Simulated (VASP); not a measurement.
# Hg3Pt (Pm-3m) in VASP: single point with PBE

Aim: the single point of Hg3Pt with PBE.

All numbers are computed with VASP 6.6.1; they aren't measurements. Logs are shortened: lines on timing, memory, paths and dates and some standing lists are left out, and cuts for length are marked.

## Step 1: The cell of the first run

The structure is cubic, space group Pm-3m (No. 221). The conventional cell has a = 4.286 Å, b = 4.286 Å, c = 4.286 Å, α = 90.00°, β = 90.00°, γ = 90.00°. Hg (site symmetry 4/mmm) has 8 Hg at 3.03 Å and 4 Pt at 3.03 Å within 4.0 Å. Pt (site symmetry m-3m) has 12 Hg at 3.03 Å within 4.0 Å.

## Step 2: Single point, PBE

INCAR

```
SYSTEM = Hg3Pt
ALGO     = Normal         ! electronic algorithm
EDIFF    = 1E-6           ! SCF threshold, eV
ENCUT    = 570            ! plane-wave cutoff, eV
GGA      = PE             ! functional
GGA_COMPAT= .FALSE.      
ISIF     = 2              ! what is computed and relaxed
ISMEAR   = -1             ! smearing method
LASPH    = .TRUE.         ! aspherical terms in the spheres
LCHARG   = .FALSE.        ! write CHGCAR
LREAL    = .FALSE.        ! projectors in reciprocal space
LWAVE    = .FALSE.        ! write WAVECAR
NBANDS   = 47             ! bands
NELM     = 120            ! most SCF steps
PREC     = Accurate       ! precision mode
SIGMA    = 0.05           ! smearing width, eV
```

KPOINTS

```
k-points
0
G
  6 6 6
  0 0 0
```

POSCAR

```
Hg3Pt
1.0
    4.2855081135      0.0000000000      0.0000000000
    0.0000000000      4.2855081135      0.0000000000
    0.0000000000      0.0000000000      4.2855081135
Hg Pt
3 1
Direct
    0.5000000000      0.5000000000      0.0000000000
    0.5000000000      0.0000000000      0.5000000000
    0.0000000000      0.5000000000      0.5000000000
    0.0000000000      0.0000000000      0.0000000000
```

Potentials or basis: VASP PAW PBE potentials, release 64 (Hg_sv_GW, Pt_sv_GW).

Launch:

```bash
$ cat potpaw_PBE.64/Hg_sv_GW/POTCAR potpaw_PBE.64/Pt_sv_GW/POTCAR > POTCAR
$ mpirun -np 1 vasp_std > vasp.out
```

OUTCAR:

```text
SYSTEM = Hg3Pt
   EDIFF = 1E-6
   ENCUT = 570
   GGA = PE
   ISIF = 2
   ISMEAR = -1
   LASPH = .TRUE.
   LREAL = .FALSE.
   NELM = 120
   PREC = Accurate

 ion  position               nearest neighbor table
   1  0.500  0.500  0.000-   2 3.03   3 3.03   4 3.03   2 3.03   3 3.03   2 3.03   4 3.03   2 3.03
                             3 3.03   4 3.03   3 3.03   4 3.03
   2  0.500  0.000  0.500-   1 3.03   3 3.03   4 3.03   1 3.03   4 3.03   1 3.03   3 3.03   1 3.03
                             3 3.03   4 3.03   4 3.03   3 3.03
   3  0.000  0.500  0.500-   1 3.03   2 3.03   4 3.03   1 3.03   4 3.03   2 3.03   4 3.03   4 3.03
                             1 3.03   2 3.03   1 3.03   2 3.03
   4  0.000  0.000  0.000-   1 3.03   2 3.03   3 3.03   2 3.03   3 3.03   1 3.03   3 3.03   3 3.03
                             1 3.03   2 3.03   2 3.03   1 3.03

  LATTYP: Found a simple cubic cell.
 ALAT       =     4.2855081135

  Lattice vectors:

 A1 = (   4.2855081135,   0.0000000000,   0.0000000000)
 A2 = (   0.0000000000,   4.2855081135,   0.0000000000)
 A3 = (   0.0000000000,   0.0000000000,   4.2855081135)

Analysis of symmetry for initial positions (statically):
=====================================================================
 Subroutine PRICEL returns:
 Original cell was already a primitive cell.

 Routine SETGRP: Setting up the symmetry group for a
 simple cubic supercell.

 Subroutine GETGRP returns: Found 48 space group operations
 (whereof 48 operations were pure point group operations)
 out of a pool of 48 trial point group operations.

The static configuration has the point symmetry O_h .

Analysis of symmetry for dynamics (positions and initial velocities):
=====================================================================
 Subroutine PRICEL returns:
 Original cell was already a primitive cell.

 Routine SETGRP: Setting up the symmetry group for a
 simple cubic supercell.

 Subroutine GETGRP returns: Found 48 space group operations
 (whereof 48 operations were pure point group operations)
 out of a pool of 48 trial point group operations.

The dynamic configuration has the point symmetry O_h .

 Subroutine INISYM returns: Found 48 space group operations
 (whereof 48 operations are pure point group operations),
 and found     1 'primitive' translations

----------------------------------------------------------------------------------------

                                     Primitive cell

  volume of cell :      78.7058

  direct lattice vectors                    reciprocal lattice vectors
     4.285508113  0.000000000  0.000000000     0.233344559  0.000000000  0.000000000
     0.000000000  4.285508113  0.000000000     0.000000000  0.233344559  0.000000000
     0.000000000  0.000000000  4.285508113     0.000000000  0.000000000  0.233344559

  length of vectors
     4.285508113  4.285508113  4.285508113     0.233344559  0.233344559  0.233344559

  position of ions in fractional coordinates (direct lattice)
     0.500000000  0.500000000  0.000000000
     0.500000000  0.000000000  0.500000000
     0.000000000  0.500000000  0.500000000
     0.000000000  0.000000000  0.000000000

  ion indices of the primitive-cell ions
   primitive index   ion index
                 1           1
                 2           2
                 3           3
                 4           4

----------------------------------------------------------------------------------------

 KPOINTS: k-points

Automatic generation of k-mesh.
 Grid dimensions read from file:
 generate k-points for:    6    6    6

 Generating k-lattice:

  Cartesian coordinates                     Fractional coordinates (reciprocal lattice)
     0.038890760  0.000000000  0.000000000     0.166666667  0.000000000  0.000000000
     0.000000000  0.038890760  0.000000000     0.000000000  0.166666667  0.000000000
     0.000000000  0.000000000  0.038890760     0.000000000  0.000000000  0.166666667

  Length of vectors
     0.038890760  0.038890760  0.038890760

  Shift w.r.t. Gamma in fractional coordinates (k-lattice)
     0.000000000  0.000000000  0.000000000

 Subroutine IBZKPT returns following result:
 ===========================================

 Found     20 irreducible k-points:

 Following reciprocal coordinates:
            Coordinates               Weight
  0.000000  0.000000  0.000000      1.000000
  0.166667  0.000000  0.000000      6.000000
  0.333333  0.000000  0.000000      6.000000
  0.500000  0.000000  0.000000      3.000000
  0.166667  0.166667  0.000000     12.000000
  0.333333  0.166667  0.000000     24.000000
[... 12 lines left out ...]
  0.500000  0.500000  0.333333      6.000000
  0.500000  0.500000  0.500000      1.000000
   k-points           NKPTS =     20   k-points in BZ     NKDIM =     20   number of bands    NBANDS=     47
   number of dos      NEDOS =    301   number of ions     NIONS =      4
   total plane-waves  NPLWV =  46656
   dimension x,y,z NGX =    36 NGY =   36 NGZ =   36
   dimension x,y,z NGXF=    72 NGYF=   72 NGZF=   72
   ions per type =               3   1
   NGX,Y,Z   is equivalent  to a cutoff of  13.97, 13.97, 13.97 a.u.
   NGXF,Y,Z  is equivalent  to a cutoff of  27.93, 27.93, 27.93 a.u.
 SYSTEM =  Hg3Pt
   PREC   = accura    normal or accurate (medium, high low for compatibility)
   ISTART =      0    job   : 0-new  1-cont  2-samecut
   ICHARG =      2    charge: 1-file 2-atom 10-const
   ISPIN  =      1    spin polarized calculation?
   LNONCOLLINEAR =      F non collinear calculations
   LSORBIT =      F    spin-orbit coupling
   LASPH  =      T    aspherical Exc in radial PAW
   ENCUT  =  570.0 eV  41.89 Ry    6.47 a.u.   8.34  8.34  8.34*2*pi/ulx,y,z
   NELM   =    120;   NELMIN=  2; NELMDL= -5     # of ELM steps
   EDIFF  = 0.1E-05   stopping-criterion for ELM
   LREAL  =      F    real-space projection
   EDIFFG = 0.1E-04   stopping-criterion for IOM
   NSW    =      0    number of steps for IOM
   IBRION =     -1    ionic relax: 0-MD 1-quasi-New 2-CG
   NFREE  =      0    steps in history (QN), initial steepest desc. (CG)
   ISIF   =      2    stress and relaxation
   ISYM   =      2    0-nonsym 1-usesym 2-fastsym
   POTIM  = 0.5000    time-step for ionic-motion
   TEBEG  =    0.0;   TEEND  =   0.0 temperature during run
   PSTRESS=    0.0 pullay stress
   NELECT =      78.0000    total number of electrons
   NUPDOWN=      -1.0000    fix difference up-down
   EMIN   =  10.00;   EMAX   =-10.00  energy-range for DOS
   EFERMI =   0.00;   METHOD = LEGACY
   ISMEAR =    -1;   SIGMA  =   0.05  broadening in eV -4-tet -1-fermi 0-gaus
   EFERMI_NEDOS =   21; number of points for ismear=-14 and -15
   IALGO  =     38    algorithm
   IMIX   =      4    mixing-type and parameters
     AMIX     =   0.40;   BMIX     =  1.00
     AMIX_MAG =   1.60;   BMIX_MAG =  1.00
  volume/ion in A,a.u.               =      19.68       132.78
  Fermi-wavevector in a.u.,A,eV,Ry     =   1.632190  3.084392 36.246521  2.664044
  Thomas-Fermi vector in A             =   2.724202
   LORBIT       =      0    0 simple, 1 ext, 2 COOP (PROOUT), +10 PAW based schemes
   GGA     = PE    functional components
   LHFCALC =     F    Hartree Fock is set to
   AEXX    =    0.0000 exact exchange contribution
   IVDW    =     0    specifies the selected vdW correction
   LEPSILON=     F    determine dielectric tensor
   LRPA    =     F    only Hartree local field effects (RPA)
 non-spin polarized calculation
  energy-cutoff  :      570.00
  volume of cell :       78.71
 maximum number of plane-waves:      2469
 NGX is ok and might be reduce to    36
   NGX = 17   NGY = 17   NGZ = 17

 number of electron      77.9999971 magnetization

 Free energy of the ion-electron system (eV)
  ---------------------------------------------------
  ext. energy  EPLUGINS =         0.00000000
  ---------------------------------------------------
  free energy    TOTEN  =        -5.81807666 eV

  energy without entropy =       -5.80479921  energy(sigma->0) =       -5.81143793

 E-fermi :   7.9796     XC(G=0): -12.4384

 val. band max:        7.9664917185   @ k =   0.5000   0.3333   0.3333
 cond. band min:       7.9880629685   @ k =   0.3333   0.1667   0.0000
 fundamental gap:      0.0215712500
 Fermi energy:         7.9795775329

 k-point     1 :       0.0000    0.0000    0.0000
  band No.  band energies     occupation
      1    -107.4785      2.00000
      2    -107.4753      2.00000
      3    -107.4753      2.00000
      4     -89.8271      2.00000
      5     -55.8666      2.00000
      6     -55.8666      2.00000
[... 39 lines left out ...]
     46      15.6002      0.00000
     47      16.2510      0.00000

 k-point     2 :       0.1667    0.0000    0.0000
  band No.  band energies     occupation
      1    -107.4784      2.00000
      2    -107.4755      2.00000
      3    -107.4753      2.00000
      4     -89.8269      2.00000
      5     -55.8652      2.00000
      6     -55.8652      2.00000
[... 39 lines left out ...]
     46      15.4445      0.00000
     47      15.5297      0.00000

 k-point     3 :       0.3333    0.0000    0.0000
  band No.  band energies     occupation
      1    -107.4779      2.00000
      2    -107.4760      2.00000
      3    -107.4753      2.00000
      4     -89.8268      2.00000
      5     -55.8623      2.00000
      6     -55.8623      2.00000
[... 39 lines left out ...]
     46      15.2336      0.00000
     47      16.7734      0.00000

 k-point     4 :       0.5000    0.0000    0.0000
  band No.  band energies     occupation
      1    -107.4774      2.00000
      2    -107.4764      2.00000
      3    -107.4753      2.00000
      4     -89.8265      2.00000
      5     -55.8607      2.00000
      6     -55.8607      2.00000
[... 739 lines left out ...]
     46      19.5923      0.00000
     47      19.9264      0.00000

 k-point    19 :       0.5000    0.5000    0.3333
  band No.  band energies     occupation
      1    -107.4764      2.00000
      2    -107.4764      2.00000
      3    -107.4764      2.00000
      4     -89.8265      2.00000
      5     -55.8957      2.00000
      6     -55.8359      2.00000
[... 39 lines left out ...]
     46      20.2697      0.00000
     47      20.2709      0.00000

 k-point    20 :       0.5000    0.5000    0.5000
  band No.  band energies     occupation
      1    -107.4764      2.00000
      2    -107.4764      2.00000
      3    -107.4764      2.00000
      4     -89.8268      2.00000
      5     -55.8998      2.00000
      6     -55.8319      2.00000
[... 39 lines left out ...]
     46      20.7132      0.00000
     47      20.7132      0.00000

------------------------ aborting loop because EDIFF is reached ----------------------------------------

  FORCE on cell =-STRESS in cart. coord.  units (eV):
  Direction    XX          YY          ZZ          XY          YZ          ZX
  --------------------------------------------------------------------------------------
  -------------------------------------------------------------------------------------
  Total        0.9703094      0.9703094      0.9703094      0.0000000      0.0000000     -0.0000000
  in kB       19.7521264     19.7521264     19.7521264      0.0000000      0.0000000     -0.0000000
  external PRESSURE =      19.7521264 kB  Pullay stress =       0.0000000 kB

 VOLUME and BASIS-vectors are now :
 -----------------------------------------------------------------------------
  energy-cutoff  :      570.00
  volume of cell :       78.71
      direct lattice vectors                 reciprocal lattice vectors
     4.285508113  0.000000000  0.000000000     0.233344559  0.000000000  0.000000000
     0.000000000  4.285508113  0.000000000     0.000000000  0.233344559  0.000000000
     0.000000000  0.000000000  4.285508113     0.000000000  0.000000000  0.233344559

 POSITION                                       TOTAL-FORCE (eV/Angst)
 -----------------------------------------------------------------------------------
      2.14275      2.14275      0.00000         0.000000      0.000000      0.000000
      2.14275      0.00000      2.14275         0.000000      0.000000      0.000000
      0.00000      2.14275      2.14275         0.000000      0.000000      0.000000
      0.00000      0.00000      0.00000         0.000000      0.000000      0.000000
 -----------------------------------------------------------------------------------
    total drift:                                0.000000      0.000000      0.000000

  FREE ENERGIE OF THE ION-ELECTRON SYSTEM (eV)
  ---------------------------------------------------
  free  energy   TOTEN  =        -5.8180766551 eV

  energy  without entropy=       -5.8047992056  energy(sigma->0) =       -5.81143793
```

Run time: 51 s. Hardware: 1 thread of Intel Xeon 6975P-C (Granite Rapids), shared host; peak memory 0.25 GiB.

What came out:

- Free energy: -5.8181 eV
- Pressure: 2.0 GPa
- Band gap on the k mesh: zero (bands 39 and 40 overlap by 3.06 eV)

Levels at points of the mesh, in eV from the Fermi level:
```csv
k point,band 37,band 38,band 39,band 40,band 41,band 42
"(0.00, 0.00, 0.00)",-1.61,-0.26,-0.26,-0.26,2.28,2.28
"(0.50, 0.00, 0.00)",-2.11,-1.67,1.07,2.79,3.97,3.97
"(0.50, 0.50, 0.00)",-2.58,-2.08,-1.14,-0.65,5.15,5.69
"(0.50, 0.50, 0.50)",-1.72,-1.71,-1.71,-1.71,0.58,0.58
```

Caveat: spin-orbit coupling is left out, which moves the levels of the heavy elements.

The gap in the log of VASP goes by the Fermi energy; the results here count the filled bands.